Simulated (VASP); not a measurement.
Set up this calculation in VASP 6.6.1, as the native input.

```
Task                   : single point
Functional             : PBEsol
Potentials or basis    : VASP PAW PBE potentials, release 64 (Ni, Si)
Cutoff                 : 520 eV
k mesh                 : 9 × 8 × 6
Occupations            : fermi-dirac, width 0.05 eV
Spin                   : collinear spin, ferromagnetic start
Starting moments       : [1.0, 1.0, 0.0, 0.0] μB
Dipole correction      : no
Further INCAR settings : ALGO = Normal; EDIFF = 1e-07; NBANDS = 26
```

The structure of SiNi lies in POSCAR:

```
SiNi
1.0
    2.8087806447      0.0000000000      0.0000000000
    0.0000000000      3.2167759798      0.0000000000
    0.0000000000      0.0000000000      4.5823887878
Ni Si
2 2
Direct
    0.5000000000      0.5000000000      0.3460143588
    0.0000000000      0.0000000000      0.6539856412
    0.5000000000      0.5000000000      0.8445338346
    0.0000000000      0.0000000000      0.1554661654
```

The input as run:

INCAR

```
ALGO     = Normal         # electronic algorithm
EDIFF    = 1E-7           # SCF threshold, eV
ENCUT    = 520            # plane-wave cutoff, eV
GGA      = PS             # functional
ISIF     = 2              # what is computed and relaxed
ISMEAR   = -1             # smearing method
ISPIN    = 2              # spin polarisation
LASPH    = T              # aspherical terms in the spheres
LCHARG   = T              # write CHGCAR
LELF     = T              # ELF
LMAXMIX  = 4              # l up to which the mixer works
LORBIT   = 11             # projections on sites
LREAL    = F              # projectors in reciprocal space
LVHAR    = T            
LWAVE    = F              # write WAVECAR
MAGMOM   = 1 1 0 0        # initial moments
NBANDS   = 26             # bands
NELM     = 150            # most SCF steps
PREC     = Accurate       # precision mode
SIGMA    = 0.05           # smearing width, eV
```

KPOINTS

```
k-points
0
Gamma
  9 8 6
```

Potentials or basis: VASP PAW PBE potentials, release 64 (Ni, Si).

The run is started by

```console
$ cat potpaw_PBE.64/Ni/POTCAR potpaw_PBE.64/Si/POTCAR > POTCAR
$ mpirun -np 1 vasp_std > vasp.out
```

Results of the run:

| Quantity | Value |
| --- | --- |
| Pressure | 20.3 GPa |
| Largest force | 0.014 eV/Å |
| Band gap on the k mesh | zero (filled and empty bands overlap) |
| Net moment | 0.00 μB per cell |
| Valence electrons inside the program's atomic spheres | Ni 9.79; Si 1.67 |

Caveat: the PAW data sets were made with another functional, which shifts forces and pressure a little.

It took 2.3 min on 1 thread of Intel(R) Xeon(R) Platinum 8259CL CPU @ 2.50GHz (Skylake/Cascade Lake) (shared host), peak memory 0.27 GiB.
